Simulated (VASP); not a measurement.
Crystal: SiO2.

```
Si O
1.0
     5.14273   -5.99698    0.00000
     5.14273    5.99698    0.00000
     0.00000    0.00000   10.06612
Si O
10 20
Direct
  0.82108 0.39116 0.34897
  0.60884 0.17892 0.15103
  0.39116 0.82108 0.15103
  0.17892 0.60884 0.34897
  0.17892 0.60884 0.65103
  0.39116 0.82108 0.84897
  0.60884 0.17892 0.84897
  0.82108 0.39116 0.65103
  0.50000 0.50000 0.25000
  0.50000 0.50000 0.75000
  0.67043 0.50964 0.34067
  0.49036 0.32957 0.15933
  0.50964 0.67043 0.15933
  0.32957 0.49036 0.34067
  0.32957 0.49036 0.65933
  0.50964 0.67043 0.84067
  0.49036 0.32957 0.84067
  0.67043 0.50964 0.65933
  0.83780 0.32658 0.50000
  0.67342 0.16220 0.00000
  0.32658 0.83780 0.00000
  0.16220 0.67342 0.50000
  0.77057 0.22943 0.25000
  0.22943 0.77057 0.25000
  0.22943 0.77057 0.75000
  0.77057 0.22943 0.75000
  0.00000 0.50000 0.30209
  0.50000 0.00000 0.19791
  0.00000 0.50000 0.69791
  0.50000 0.00000 0.80209
```

Program: VASP 6.6.1. Alike in all runs: task electric field gradients; potentials or basis VASP PAW PBE potentials, release 64 (Si, O); no spin polarisation; cell as given; k mesh 3 × 3 × 3; cutoff (eV) 520; smearing fermi-dirac 0.02 eV.

**Question.** Order these runs on this cell by their pressure, lowest first.
A. level r2SCAN
B. level PBE
C. level RPBE

**Answer.** A (0.2 GPa), B (3.2 GPa), C (4.7 GPa).

Caveats: the cell stands under pressure (at least some runs); the PAW data sets were made with another functional, which shifts forces and pressure a little (at least some runs).
